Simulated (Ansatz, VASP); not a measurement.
## Two plane-wave programs on Al2P3

```
Al P
1.0
     3.35359    0.00000    0.00000
     0.00000    5.61076    2.49626
     0.00000   -5.61076    2.49626
Al P
2 3
Direct
  0.50000 0.12108 0.84815
  0.50000 0.84815 0.12108
  0.50000 0.65519 0.35262
  0.50000 0.35262 0.65519
  0.00000 0.15646 0.15646
```

Alike in both runs: functional PBE; k mesh 6 × 4 × 4; occupations gaussian, width 0.1 eV; no spin polarisation.

Ansatz relaxed the structure, and its values are those at the end. VASP's run is a single point on that final structure, the one shown.

|  | VASP | Ansatz |
| --- | --- | --- |
| version | VASP 6.6.1 | Ansatz 0.2.0 |
| potentials or method | VASP PAW PBE potentials, release 64 (Al, P), cutoff 520 eV | scalar-relativistic, plane waves, PAW |
| valence electrons in the cell | 21 | 21 |

Ansatz gave:

```
gap on the k mesh at the Fermi level (eV) : none
pressure (GPa)                            : 0.0
rms of the force components (eV/Å)        : 0.007
```

Question: Estimate VASP's values.

Answer: gap on the k mesh at the Fermi level (eV): none; pressure (GPa): -0.1; rms of the force components (eV/Å): 0.006.

A gap of «none» marks a metal or a gap that the smearing closes. The functional is the same, so the differences come from potentials, cutoffs and numerics.
